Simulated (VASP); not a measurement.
TaN, 2 atoms in the cell. It takes space group Fm-3m (No. 225, cubic). Conventional cell: a = 4.416 Å, b = 4.416 Å, c = 4.416 Å, α = 90.00°, β = 90.00°, γ = 90.00°. Ta (site symmetry m-3m) has 6 N at 2.21 Å within 2.9 Å. Within 2.9 Å of N (site symmetry m-3m) lie 6 Ta at 2.21 Å. 

- Program: VASP 6.6.1
- Task: single point
- Functional: PBE
- Potentials or basis: VASP PAW PBE potentials, release 64 (Ta_sv_GW, N)
- Cutoff: 700 eV
- k mesh: 16 × 16 × 16
- Occupations: gaussian, width 0.1 eV
- Spin: no spin polarisation
- Dipole correction: no
- Further INCAR settings: ALGO = Normal; EDIFF = 1e-06; NBANDS = 16

Potentials or basis: VASP PAW PBE potentials, release 64 (Ta_sv_GW, N).

The run is started by

```sh
$ cat potpaw_PBE.64/Ta_sv_GW/POTCAR potpaw_PBE.64/N/POTCAR > POTCAR
$ mpirun -np 1 vasp_std > vasp.out
```

Hardware: 1 thread of Intel(R) Xeon(R) 6975P-C (Granite Rapids), on a shared host.

Estimate the wall time of this run.

Run time: 36 s on 1 thread of Intel(R) Xeon(R) 6975P-C (Granite Rapids) (shared host), peak memory 0.22 GiB. Counts: scf iterations 13, k points 145.
